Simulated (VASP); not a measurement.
Write the native input for VASP 6.6.1 that does the following.

```yaml
Task: single point
Functional: PBEsol
Potentials_or_basis: VASP PAW PBE potentials, release 64 (Co, Si)
Cutoff: 520 eV
k_mesh: 14 × 14 × 14
Occupations: gaussian, width 0.15 eV
Spin: collinear spin, ferromagnetic start
Starting_moments: "[0.275, 0.0, 0.0] μB"
Fixed_moment: 0.275 μB
Dipole_correction: no
Further_INCAR_settings: ALGO = Normal; EDIFF = 1e-06; NBANDS = 20
```

The structure of CoSi2 lies in POSCAR:

```
CoSi2
1.0
    0.0000000000      2.6563531747      2.6563531747
    2.6563531747      0.0000000000      2.6563531747
    2.6563531747      2.6563531747      0.0000000000
Co Si
1 2
Direct
    0.0000000000      0.0000000000      0.0000000000
    0.2500000000      0.2500000000      0.2500000000
    0.7500000000      0.7500000000      0.7500000000
```

One way to write it, as run:

INCAR

```
ALGO = Normal
EDIFF = 1E-6
ENCUT = 520
GGA = PS
ISIF = 2
ISMEAR = 0
ISPIN = 2
LASPH = T
LCHARG = F
LMAXMIX = 4
LORBIT = 11
LREAL = F
LWAVE = F
MAGMOM = 0.275 0 0
NBANDS = 20
NELM = 150
NUPDOWN = 0.275
PREC = Accurate
SIGMA = 0.15
```

KPOINTS

```
k-points
0
Gamma
  14 14 14
```

Potentials or basis: VASP PAW PBE potentials, release 64 (Co, Si).

Run with:

```console
$ cat potpaw_PBE.64/Co/POTCAR potpaw_PBE.64/Si/POTCAR > POTCAR
$ mpirun -np 1 vasp_std > vasp.out
```

Results of the run:

```json
{
  "Pressure": "0.6 GPa",
  "Net moment": "0.28 μB per cell",
  "Site moments": "Co +0.17; Si +0.02 μB",
  "Valence electrons inside the program's atomic spheres": "Co 8.93; Si 1.60"
}
```

Caveat: the PAW data sets were made with another functional, which shifts forces and pressure a little; the total moment is fixed, so each spin has its own Fermi level.

Wall time 3.1 min on 1 thread of Intel Xeon 8259CL (shared host), peak memory 0.25 GiB.
